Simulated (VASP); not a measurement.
Runs of VASP 6.6.1 on BaTiO3. The structure is that of space group P4mm (No. 99), or close to it. The cells are those of the table. 

| cell | gap on the mesh (eV) | pressure (GPa) | largest force (eV/Å) |
| --- | --- | --- | --- |
| a = 4.052, b = 3.972, c = 4.112 Å, 5 atoms | 2.16 | (b) | 0.12 |
| a = 3.933, b = 3.972, c = 4.112 Å, 5 atoms | 2.23 | 3.8 | 0.20 |
| a = 3.913, b = 3.972, c = 4.112 Å, 5 atoms | 2.24 | 4.8 | 0.22 |
| a = 3.992, b = 3.972, c = 4.112 Å, 5 atoms | 2.20 | 1.0 | 0.16 |
| a = 4.032, b = 3.972, c = 4.112 Å, 5 atoms | 2.18 | -0.7 | 0.14 |
| a = 3.893, b = 3.972, c = 4.112 Å, 5 atoms | 2.25 | (a) | 0.24 |

Alike in all rows: task single point; level r2SCAN; potentials or basis VASP PAW PBE potentials, release 64 (Ba_sv, Ti_sv, O); no spin polarisation; k mesh 8 × 8 × 8; cutoff (eV) 520; smearing gaussian 0.05 eV.

**Question.** Fill in the values left out.

**Answer.** (a) 5.9; (b) -1.4.

Caveats: the PAW data sets were made with another functional, which shifts forces and pressure a little; spin-orbit coupling is left out, which moves the levels of the heavy elements.

A k mesh can miss the band edges, and the runs leave out spin-orbit coupling on Ba.
